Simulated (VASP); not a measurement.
Runs of VASP 6.6.1 on SnO2. The structure is that of space group P4_2/mnm (No. 136), or close to it. The cells are those of the table. 

```tsv
cell	gap on the mesh (eV)	pressure (GPa)	largest force (eV/Å)
a = 4.974, b = 4.974, c = 3.201 Å, 6 atoms	(c)	(a)	0.30
a = 5.046, b = 5.046, c = 3.201 Å, 6 atoms	0.73	-16.4	0.46
a = 4.903, b = 4.903, c = 3.201 Å, 6 atoms	1.21	(b)	0.16
a = 5.010, b = 5.010, c = 3.201 Å, 6 atoms	0.84	-14.8	0.37
```

Alike in all rows: task single point; level r2SCAN; potentials or basis VASP PAW PBE potentials, release 64 (Sn_d, O); no spin polarisation; k mesh 6 × 6 × 8; cutoff (eV) 520; smearing gaussian 0.05 eV.

Q: Estimate the missing entries.

A: (a) -13.1; (b) -9.2; (c) 0.96.

Caveats: the PAW data sets were made with another functional, which shifts forces and pressure a little; spin-orbit coupling is left out, which moves the levels of the heavy elements; the cell stands under tension (at least some runs); the stress differs along the axes, from -18 to -13 GPa (at least some runs); semilocal functionals underestimate gaps, and a narrow one can read as zero (at least some runs); the stress differs along the axes, from -17 to -11 GPa (at least some runs).

A k mesh can miss the band edges, and the runs leave out spin-orbit coupling on Sn.
